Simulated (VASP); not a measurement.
# AlGa2As3 (P4/mmm) in VASP: a series of runs

AlGa2As3 is run at these levels: PBE; tasks: single point, relaxation of cell and atoms.

Everything below comes from runs of VASP 6.6.1. Logs are shortened: lines on timing, memory, paths and dates and some standing lists are left out, and cuts for length are marked.

## 1. The cell of the first run

Symmetry: P4/mmm, No. 123, tetragonal system. Conventional cell: a = 3.397 Å, b = 3.397 Å, c = 10.286 Å, α = 90.00°, β = 90.00°, γ = 90.00°. Al (site symmetry 4/mmm) has 8 As at 2.92 Å and 2 Ga at 3.34 Å and 4 Al at 3.40 Å within 3.8 Å. Within 3.9 Å of Ga (site symmetry 4mm) lie 8 As at 2.93 to 3.00 Å and 1 Al at 3.34 Å and 5 Ga at 3.40 to 3.60 Å. As (site symmetry 4mm) has 4 Al at 2.92 Å and 4 Ga at 2.93 Å and 6 As at 3.31 to 3.49 Å within 3.8 Å. Within 4.0 Å of As (site symmetry 4/mmm) lie 8 Ga at 3.00 Å and 6 As at 3.40 to 3.49 Å.

## 2. Single point, PBE

Input file INCAR:

```
SYSTEM = AlGa2As3
ALGO = Normal ; EDIFF = 1E-7
ENCUT = 520 ; GGA = PE
ISIF = 2 ; ISMEAR = 0
LASPH = .True. ; LCHARG = .False.
LREAL = .False. ; LWAVE = .False.
NBANDS = 31 ; NELM = 100
PREC = Accurate ; SIGMA = 0.1
```

Input file KPOINTS:

```
k-points
0
Gamma
  6 6 2
  0 0 0
```

Input file POSCAR:

```
AlGa2As3
1.0
    3.3972629700      0.0000000000      0.0000000000
    0.0000000000      3.3972629700      0.0000000000
    0.0000000000      0.0000000000     10.2856732900
Al Ga As
1 2 3
Direct
    0.5000000000      0.5000000000      0.0000000000
    0.5000000000      0.5000000000      0.3248246900
    0.5000000000      0.5000000000      0.6751753100
    0.0000000000      0.0000000000      0.8390681100
    0.0000000000      0.0000000000      0.1609318900
    0.0000000000      0.0000000000      0.5000000000
```

Potentials or basis: VASP PAW PBE potentials, release 64 (Al, Ga_d, As).

Started as:

```
cat potpaw_PBE.64/Al/POTCAR potpaw_PBE.64/Ga_d/POTCAR potpaw_PBE.64/As/POTCAR > POTCAR
mpirun -np 1 vasp_std > vasp.out
```

OUTCAR:

```text
SYSTEM = AlGa2As3
   EDIFF = 1E-7
   ENCUT = 520
   GGA = PE
   ISIF = 2
   ISMEAR = 0
   LASPH = .True.
   LREAL = .False.
   NELM = 100
   PREC = Accurate

 ion  position               nearest neighbor table
   1  0.500  0.500  0.000-   4 2.92   5 2.92   4 2.92   5 2.92   4 2.92   5 2.92   4 2.92   5 2.92

   2  0.500  0.500  0.325-
   3  0.500  0.500  0.675-
   4  0.000  0.000  0.839-   1 2.92   1 2.92   1 2.92   1 2.92
   5  0.000  0.000  0.161-   1 2.92   1 2.92   1 2.92   1 2.92
   6  0.000  0.000  0.500-

  LATTYP: Found a simple tetragonal cell.
 ALAT       =     3.3972629700
 C/A-ratio  =     3.0276352996

  Lattice vectors:

 A1 = (   3.3972629700,   0.0000000000,   0.0000000000)
 A2 = (   0.0000000000,   3.3972629700,   0.0000000000)
 A3 = (   0.0000000000,   0.0000000000,  10.2856732900)

Analysis of symmetry for initial positions (statically):
=====================================================================
 Subroutine PRICEL returns:
 Original cell was already a primitive cell.

 Routine SETGRP: Setting up the symmetry group for a
 simple tetragonal supercell.

 Subroutine GETGRP returns: Found 16 space group operations
 (whereof 16 operations were pure point group operations)
 out of a pool of 16 trial point group operations.

The static configuration has the point symmetry D_4h.

Analysis of symmetry for dynamics (positions and initial velocities):
=====================================================================
 Subroutine PRICEL returns:
 Original cell was already a primitive cell.

 Routine SETGRP: Setting up the symmetry group for a
 simple tetragonal supercell.

 Subroutine GETGRP returns: Found 16 space group operations
 (whereof 16 operations were pure point group operations)
 out of a pool of 16 trial point group operations.

The dynamic configuration has the point symmetry D_4h.

 Subroutine INISYM returns: Found 16 space group operations
 (whereof 16 operations are pure point group operations),
 and found     1 'primitive' translations

----------------------------------------------------------------------------------------

                                     Primitive cell

  volume of cell :     118.7110

  direct lattice vectors                    reciprocal lattice vectors
     3.397262970  0.000000000  0.000000000     0.294354605  0.000000000  0.000000000
     0.000000000  3.397262970  0.000000000     0.000000000  0.294354605  0.000000000
     0.000000000  0.000000000 10.285673290     0.000000000  0.000000000  0.097222610

  length of vectors
     3.397262970  3.397262970 10.285673290     0.294354605  0.294354605  0.097222610

  position of ions in fractional coordinates (direct lattice)
     0.500000000  0.500000000  0.000000000
     0.500000000  0.500000000  0.324824690
     0.500000000  0.500000000  0.675175310
     0.000000000  0.000000000  0.839068110
     0.000000000  0.000000000  0.160931890
     0.000000000  0.000000000  0.500000000

  ion indices of the primitive-cell ions
   primitive index   ion index
                 1           1
                 2           2
                 3           3
                 4           4
                 5           5
                 6           6

----------------------------------------------------------------------------------------

 KPOINTS: k-points

Automatic generation of k-mesh.
 Grid dimensions read from file:
 generate k-points for:    6    6    2

 Generating k-lattice:

  Cartesian coordinates                     Fractional coordinates (reciprocal lattice)
     0.049059101  0.000000000  0.000000000     0.166666667  0.000000000  0.000000000
     0.000000000  0.049059101  0.000000000     0.000000000  0.166666667  0.000000000
     0.000000000  0.000000000  0.048611305     0.000000000  0.000000000  0.500000000

  Length of vectors
     0.049059101  0.049059101  0.048611305

  Shift w.r.t. Gamma in fractional coordinates (k-lattice)
     0.000000000  0.000000000  0.000000000

 Subroutine IBZKPT returns following result:
 ===========================================

 Found     20 irreducible k-points:

 Following reciprocal coordinates:
            Coordinates               Weight
  0.000000  0.000000  0.000000      1.000000
  0.166667  0.000000  0.000000      4.000000
  0.333333  0.000000  0.000000      4.000000
  0.500000  0.000000  0.000000      2.000000
  0.166667  0.166667  0.000000      4.000000
  0.333333  0.166667  0.000000      8.000000
[... 12 lines left out ...]
  0.500000  0.333333  0.500000      4.000000
  0.500000  0.500000  0.500000      1.000000
   k-points           NKPTS =     20   k-points in BZ     NKDIM =     20   number of bands    NBANDS=     31
   number of dos      NEDOS =    301   number of ions     NIONS =      6
   total plane-waves  NPLWV =  62720
   dimension x,y,z NGX =    28 NGY =   28 NGZ =   80
   dimension x,y,z NGXF=    56 NGYF=   56 NGZF=  160
   ions per type =               1   2   3
   NGX,Y,Z   is equivalent  to a cutoff of  13.70, 13.70, 12.93 a.u.
   NGXF,Y,Z  is equivalent  to a cutoff of  27.40, 27.40, 25.86 a.u.
 SYSTEM =  AlGa2As3
   PREC   = accura    normal or accurate (medium, high low for compatibility)
   ISTART =      0    job   : 0-new  1-cont  2-samecut
   ICHARG =      2    charge: 1-file 2-atom 10-const
   ISPIN  =      1    spin polarized calculation?
   LNONCOLLINEAR =      F non collinear calculations
   LSORBIT =      F    spin-orbit coupling
   LASPH  =      T    aspherical Exc in radial PAW
   ENCUT  =  520.0 eV  38.22 Ry    6.18 a.u.   6.32  6.32 19.12*2*pi/ulx,y,z
   NELM   =    100;   NELMIN=  2; NELMDL= -5     # of ELM steps
   EDIFF  = 0.1E-06   stopping-criterion for ELM
   LREAL  =      F    real-space projection
   EDIFFG = 0.1E-05   stopping-criterion for IOM
   NSW    =      0    number of steps for IOM
   IBRION =     -1    ionic relax: 0-MD 1-quasi-New 2-CG
   NFREE  =      0    steps in history (QN), initial steepest desc. (CG)
   ISIF   =      2    stress and relaxation
   ISYM   =      2    0-nonsym 1-usesym 2-fastsym
   POTIM  = 0.5000    time-step for ionic-motion
   TEBEG  =    0.0;   TEEND  =   0.0 temperature during run
   PSTRESS=    0.0 pullay stress
   NELECT =      44.0000    total number of electrons
   NUPDOWN=      -1.0000    fix difference up-down
   EMIN   =  10.00;   EMAX   =-10.00  energy-range for DOS
   EFERMI =   0.00;   METHOD = LEGACY
   ISMEAR =     0;   SIGMA  =   0.10  broadening in eV -4-tet -1-fermi 0-gaus
   EFERMI_NEDOS =   21; number of points for ismear=-14 and -15
   IALGO  =     38    algorithm
   IMIX   =      4    mixing-type and parameters
     AMIX     =   0.40;   BMIX     =  1.00
     AMIX_MAG =   1.60;   BMIX_MAG =  1.00
  volume/ion in A,a.u.               =      19.79       133.52
  Fermi-wavevector in a.u.,A,eV,Ry     =   1.175968  2.222257 18.815495  1.382900
  Thomas-Fermi vector in A             =   2.312339
   LORBIT       =      0    0 simple, 1 ext, 2 COOP (PROOUT), +10 PAW based schemes
   GGA     = PE    functional components
   LHFCALC =     F    Hartree Fock is set to
   AEXX    =    0.0000 exact exchange contribution
   IVDW    =     0    specifies the selected vdW correction
   LEPSILON=     F    determine dielectric tensor
   LRPA    =     F    only Hartree local field effects (RPA)
 non-spin polarized calculation
 Gauss-broadening in eV      SIGMA  =   0.10
  energy-cutoff  :      520.00
  volume of cell :      118.71
 maximum number of plane-waves:      3224
 NGX is ok and might be reduce to    28
   NGX = 13   NGY = 13   NGZ = 39

 number of electron      44.0000011 magnetization

 Free energy of the ion-electron system (eV)
  ---------------------------------------------------
  ext. energy  EPLUGINS =         0.00000000
  ---------------------------------------------------
  free energy    TOTEN  =       -22.51126696 eV

  energy without entropy =      -22.48902443  energy(sigma->0) =      -22.50014569

 E-fermi :   5.5994     XC(G=0): -10.4747

 val. band max:        5.5677771964   @ k =   0.5000   0.1667   0.0000
 cond. band min:       5.6208743975   @ k =   0.3333   0.1667   0.5000
 fundamental gap:      0.0530972011
 Fermi energy:         5.5994323026

 k-point     1 :       0.0000    0.0000    0.0000
  band No.  band energies     occupation
      1      -9.1267      2.00000
      2      -9.1245      2.00000
      3      -9.1003      2.00000
      4      -9.0777      2.00000
      5      -9.0625      2.00000
      6      -9.0625      2.00000
[... 23 lines left out ...]
     30      11.4692      0.00000
     31      11.4852      0.00000

 k-point     2 :       0.1667    0.0000    0.0000
  band No.  band energies     occupation
      1      -9.1152      2.00000
      2      -9.1119      2.00000
      3      -9.0907      2.00000
      4      -9.0862      2.00000
      5      -9.0680      2.00000
      6      -9.0669      2.00000
[... 23 lines left out ...]
     30      11.6867      0.00000
     31      11.6936      0.00000

 k-point     3 :       0.3333    0.0000    0.0000
  band No.  band energies     occupation
      1      -9.1289      2.00000
      2      -9.1054      2.00000
      3      -9.0976      2.00000
      4      -9.0952      2.00000
      5      -9.0652      2.00000
      6      -9.0628      2.00000
[... 23 lines left out ...]
     30      11.4973      0.00000
     31      11.5532      0.00000

 k-point     4 :       0.5000    0.0000    0.0000
  band No.  band energies     occupation
      1      -9.1480      2.00000
      2      -9.1088      2.00000
      3      -9.1026      2.00000
      4      -9.0931      2.00000
      5      -9.0733      2.00000
      6      -9.0704      2.00000
[... 499 lines left out ...]
     30       9.4629      0.00000
     31      10.0906      0.00000

 k-point    19 :       0.5000    0.3333    0.5000
  band No.  band energies     occupation
      1      -9.1390      2.00000
      2      -9.1245      2.00000
      3      -9.1137      2.00000
      4      -9.0917      2.00000
      5      -9.0896      2.00000
      6      -9.0756      2.00000
[... 23 lines left out ...]
     30       8.4066      0.00000
     31      10.4261      0.00000

 k-point    20 :       0.5000    0.5000    0.5000
  band No.  band energies     occupation
      1      -9.1586      2.00000
      2      -9.1396      2.00000
      3      -9.1036      2.00000
      4      -9.1036      2.00000
      5      -9.0849      2.00000
      6      -9.0849      2.00000
[... 23 lines left out ...]
     30       9.4542      0.00000
     31      10.0383      0.00000

------------------------ aborting loop because EDIFF is reached ----------------------------------------

  FORCE on cell =-STRESS in cart. coord.  units (eV):
  Direction    XX          YY          ZZ          XY          YZ          ZX
  --------------------------------------------------------------------------------------
  -------------------------------------------------------------------------------------
  Total       -2.8290512     -2.8290512     -2.0615483      0.0000000      0.0000000      0.0000000
  in kB      -38.1821456    -38.1821456    -27.8235818      0.0000000      0.0000000      0.0000000
  external PRESSURE =     -34.7292910 kB  Pullay stress =       0.0000000 kB

 VOLUME and BASIS-vectors are now :
 -----------------------------------------------------------------------------
  energy-cutoff  :      520.00
  volume of cell :      118.71
      direct lattice vectors                 reciprocal lattice vectors
     3.397262970  0.000000000  0.000000000     0.294354605  0.000000000  0.000000000
     0.000000000  3.397262970  0.000000000     0.000000000  0.294354605  0.000000000
     0.000000000  0.000000000 10.285673290     0.000000000  0.000000000  0.097222610

 POSITION                                       TOTAL-FORCE (eV/Angst)
 -----------------------------------------------------------------------------------
      1.69863      1.69863      0.00000        -0.000000     -0.000000      0.000000
      1.69863      1.69863      3.34104        -0.000000      0.000000      0.250361
      1.69863      1.69863      6.94463         0.000000      0.000000     -0.250361
      0.00000      0.00000      8.63038        -0.000000     -0.000000      0.471046
      0.00000      0.00000      1.65529        -0.000000     -0.000000     -0.471046
      0.00000      0.00000      5.14284        -0.000000     -0.000000      0.000000
 -----------------------------------------------------------------------------------
    total drift:                                0.000000      0.000000      0.000000

  FREE ENERGIE OF THE ION-ELECTRON SYSTEM (eV)
  ---------------------------------------------------
  free  energy   TOTEN  =       -22.5112669552 eV

  energy  without entropy=      -22.4890244331  energy(sigma->0) =      -22.50014569
```

Run time: 36 s. Hardware: 1 thread of Intel Xeon 6975P-C (Granite Rapids), shared host; peak memory 0.27 GiB.

Results:

* Free energy: -22.5113 eV
* Pressure: -3.5 GPa
* Largest force: 0.471 eV/Å
* Band gap on the k mesh: zero (band 22 reaches 6.72 eV, above the bottom of band 23 at 3.66 eV)

Forces in eV/Å, atoms in the order of the input:
```
Al   0.000  0.000  0.000
Ga   0.000  0.000  0.250
Ga   0.000  0.000 -0.250
As   0.000  0.000  0.471
As   0.000  0.000 -0.471
As   0.000  0.000  0.000
```

## 3. Single point, PBE

This run uses another cell than the first one, of 20.33 Å³/atom, 1.028 times its volume.

Input file INCAR:

```
ALGO = Normal ; EDIFF = 1E-6
ENCUT = 520 ; GGA = PE
ISIF = 2 ; ISMEAR = 0
LASPH = True ; LCHARG = True
LELF = True ; LREAL = False
LVHAR = True ; LWAVE = False
NBANDS = 31 ; NELM = 100
PREC = Accurate ; SIGMA = 0.1
```

Input file KPOINTS:

```
k-points
0
Gamma
  6 6 2
```

Input file POSCAR:

```
AlGa2As3
1.0
    3.3175534364      0.0000000000      0.0000000000
    0.0000000000      3.3175534364      0.0000000000
    0.0000000000      0.0000000000     11.0828594698
Al Ga As
1 2 3
Direct
    0.5000000000      0.5000000000      0.0000000000
    0.5000000000      0.5000000000      0.3457131176
    0.5000000000      0.5000000000      0.6542868824
    0.0000000000      0.0000000000      0.8756436829
    0.0000000000      0.0000000000      0.1243563171
    0.0000000000      0.0000000000      0.5000000000
```

Potentials or basis: VASP PAW PBE potentials, release 64 (Al, Ga_d, As).

Started as:

```
cat potpaw_PBE.64/Al/POTCAR potpaw_PBE.64/Ga_d/POTCAR potpaw_PBE.64/As/POTCAR > POTCAR
mpirun -np 1 vasp_std > vasp.out
```

OUTCAR:

```text
EDIFF = 1E-6
   ENCUT = 520
   GGA = PE
   ISIF = 2
   ISMEAR = 0
   LASPH = True
   LREAL = False
   NELM = 100
   PREC = Accurate

 ion  position               nearest neighbor table
   1  0.500  0.500  0.000-   4 2.72   5 2.72   4 2.72   5 2.72   4 2.72   5 2.72   4 2.72   5 2.72

   2  0.500  0.500  0.346-   6 2.90   6 2.90   6 2.90   6 2.90
   3  0.500  0.500  0.654-   6 2.90   6 2.90   6 2.90   6 2.90
   4  0.000  0.000  0.876-   1 2.72   1 2.72   1 2.72   1 2.72   5 2.76
   5  0.000  0.000  0.124-   1 2.72   1 2.72   1 2.72   1 2.72   4 2.76
   6  0.000  0.000  0.500-   2 2.90   3 2.90   2 2.90   3 2.90   2 2.90   3 2.90   2 2.90   3 2.90

  LATTYP: Found a simple tetragonal cell.
 ALAT       =     3.3175534364
 C/A-ratio  =     3.3406724812

  Lattice vectors:

 A1 = (   3.3175534364,   0.0000000000,   0.0000000000)
 A2 = (   0.0000000000,   3.3175534364,   0.0000000000)
 A3 = (   0.0000000000,   0.0000000000,  11.0828594698)

Analysis of symmetry for initial positions (statically):
[... 179 lines left out ...]
 val. band max:        5.3961650788   @ k =   0.3333   0.1667   0.0000
 cond. band min:       5.4786801848   @ k =   0.3333   0.0000   0.0000
 fundamental gap:      0.0825151060
 Fermi energy:         5.4102451120

 k-point     1 :       0.0000    0.0000    0.0000
  band No.  band energies     occupation
      1      -9.2749      2.00000
      2      -9.2711      2.00000
      3      -9.2545      2.00000
      4      -9.2161      2.00000
      5      -9.1995      2.00000
      6      -9.1995      2.00000
[... 669 lines left out ...]
     30       8.8203      0.00000
     31       8.8203      0.00000

------------------------ aborting loop because EDIFF is reached ----------------------------------------

  FORCE on cell =-STRESS in cart. coord.  units (eV):
  Direction    XX          YY          ZZ          XY          YZ          ZX
  --------------------------------------------------------------------------------------
  -------------------------------------------------------------------------------------
  Total        0.0254980      0.0254980      0.1769801      0.0000000      0.0000000     -0.0000000
  in kB        0.3349111      0.3349111      2.3245950      0.0000000      0.0000000     -0.0000000
  external PRESSURE =       0.9981391 kB  Pullay stress =       0.0000000 kB

 VOLUME and BASIS-vectors are now :
 -----------------------------------------------------------------------------
  energy-cutoff  :      520.00
  volume of cell :      121.98
      direct lattice vectors                 reciprocal lattice vectors
     3.317553436  0.000000000  0.000000000     0.301426946  0.000000000  0.000000000
     0.000000000  3.317553436  0.000000000     0.000000000  0.301426946  0.000000000
     0.000000000  0.000000000 11.082859470     0.000000000  0.000000000  0.090229422

 POSITION                                       TOTAL-FORCE (eV/Angst)
 -----------------------------------------------------------------------------------
      1.65878      1.65878      0.00000         0.000000     -0.000000      0.000000
      1.65878      1.65878      3.83149         0.000000      0.000000      0.010115
      1.65878      1.65878      7.25137        -0.000000      0.000000     -0.010115
      0.00000      0.00000      9.70464         0.000000     -0.000000     -0.032645
      0.00000      0.00000      1.37822         0.000000     -0.000000      0.032645
      0.00000      0.00000      5.54143         0.000000     -0.000000      0.000000
 -----------------------------------------------------------------------------------
    total drift:                                0.000000     -0.000000      0.000000

  FREE ENERGIE OF THE ION-ELECTRON SYSTEM (eV)
  ---------------------------------------------------
  free  energy   TOTEN  =       -22.7817281155 eV

  energy  without entropy=      -22.7672252769  energy(sigma->0) =      -22.77447670
```

Run time: 34 s. Hardware: 1 thread of Intel Xeon 6975P-C (Granite Rapids), shared host; peak memory 0.27 GiB.

What came out:

```yaml
Free_energy: -22.7817 eV
Pressure: 0.1 GPa
Largest_force: 0.033 eV/Å
Band_gap_on_the_k_mesh: zero (band 22 reaches 6.89 eV, above the bottom of band 23 at 3.06 eV)
```

Forces in eV/Å, atoms in the order of the input:
```
Al   0.000  0.000  0.000
Ga   0.000  0.000  0.010
Ga   0.000  0.000 -0.010
As   0.000  0.000 -0.033
As   0.000  0.000  0.033
As   0.000  0.000  0.000
```

Levels at points of the mesh, in eV from the Fermi level:
| k point | band 19 | band 20 | band 21 | band 22 | band 23 | band 24 | band 25 | band 26 |
| --- | --- | --- | --- | --- | --- | --- | --- | --- |
| (0.00, 0.00, 0.00) | -0.94 | 0.49 | 0.49 | 1.06 | 1.21 | 1.21 | 2.17 | 2.88 |
| (0.50, 0.00, 0.00) | -3.61 | -1.76 | 0.60 | 1.01 | 1.56 | 2.14 | 2.49 | 3.19 |
| (0.50, 0.50, 0.00) | -3.09 | -3.09 | -2.78 | -2.55 | -2.35 | -0.81 | 0.37 | 0.37 |
| (0.00, 0.00, 0.50) | 0.36 | 0.41 | 0.42 | 0.42 | 1.31 | 1.31 | 2.08 | 3.05 |
| (0.50, 0.00, 0.50) | -2.53 | -0.68 | -0.66 | 0.60 | 1.20 | 2.12 | 2.51 | 3.45 |
| (0.50, 0.50, 0.50) | -3.20 | -2.89 | -2.89 | -2.49 | -2.00 | -0.43 | -0.13 | -0.13 |

(Continued in part 2 of 2.)
